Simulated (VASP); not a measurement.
Input of a VASP 6.6.1 run:

Contents of POSCAR:

```
SnTe
1.0
    5.4501919027      0.0000000001      0.0000000000
   -2.7250959514      4.7200046432      0.0000000000
    0.0000000000      0.0000000000      6.5520440212
Sn Te
2 2
Direct
    0.3333333333      0.6666666667     -0.0459806339
    0.6666666667      0.3333333333      0.4540193661
    0.3333333333      0.6666666667      0.4209806339
    0.6666666667      0.3333333333      0.9209806339
```

The input INCAR.step1:

```
SYSTEM = SnTe
  ALGO = Normal
  EDIFF = 1E-4
  ENCUT = 520
  GGA = PE
  ISMEAR = 0
  LASPH = .True.
  LCHARG = .False.
  LREAL = .False.
  LWAVE = .True.
  NBANDS = 28
  NELM = 80
  PREC = Accurate
  SIGMA = 0.01
```

Contents of INCAR.step2:

```
SYSTEM = SnTe
  ALGO = Normal
  EDIFF = 1E-6
  ENCUT = 520
  ISIF = 2
  ISMEAR = 0
  ISTART = 1
  LASPH = .True.
  LCHARG = .True.
  LELF = .True.
  LMIXTAU = .True.
  LREAL = .False.
  LVHAR = .True.
  LWAVE = .False.
  METAGGA = R2SCAN
  NBANDS = 28
  NELM = 80
  PREC = Accurate
  SIGMA = 0.01
```

File KPOINTS:

```
k-points
0
Gamma
  6 6 4
  0 0 0
```

Potentials or basis: VASP PAW PBE potentials, release 64 (Sn_d, Te).

Command:

```sh
$ cat potpaw_PBE.64/Sn_d/POTCAR potpaw_PBE.64/Te/POTCAR > POTCAR
$ cp INCAR.step1 INCAR
$ mpirun -np 1 vasp_std > vasp.out
$ cp INCAR.step2 INCAR
$ mpirun -np 1 vasp_std > vasp.out
```

Estimate the largest force.

0.053 eV/Å.

What does it give for the pressure?

-0.9 GPa.

Forces in eV/Å, atoms in the order of the input:
```
Sn   0.000  0.000  0.053
Sn   0.000  0.000  0.053
Te   0.000  0.000 -0.053
Te   0.000  0.000 -0.053
```

Caveat: the PAW data sets were made with another functional, which shifts forces and pressure a little.
